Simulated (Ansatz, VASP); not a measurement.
## Ni: VASP beside Ansatz

```
CELL_PARAMETERS angstrom
0.00000 2.63976 2.63976
2.63976 0.00000 2.63976
2.63976 2.63976 0.00000
ATOMIC_POSITIONS crystal
Ni 0.12500 0.12500 0.12500
Ni 0.87500 0.87500 0.87500
```

Alike in both runs: task single point; functional revPBE; k mesh 12 × 12 × 12; occupations fermi-dirac, width 0.05 eV; collinear spin.

```csv
,VASP,Ansatz
version,VASP 6.6.1,Ansatz 0.2.0
potentials or method,"VASP PAW PBE potentials, release 64 (Ni), cutoff 520 eV","plane waves (420 eV) with PAW, scalar-relativistic"
valence electrons in the cell,20,36
```

|  | VASP | Ansatz | Ansatz less VASP |
| --- | --- | --- | --- |
| pressure (GPa) | -5.1 | -5.2 | -0.15 |
| net moment per atom (μB) | 0.80 | 0.81 | +0.014 |
| size of the moment on the site where the two differ most (μB) | 0.81 | 0.86 | +0.047 |

VASP's potentials were made for PBE, not for revPBE. Site moments also hang on the region over which each program counts them. VASP's potentials hold 20 valence electrons a cell and Ansatz's 36, so a difference there can come from the potentials and not from the codes.
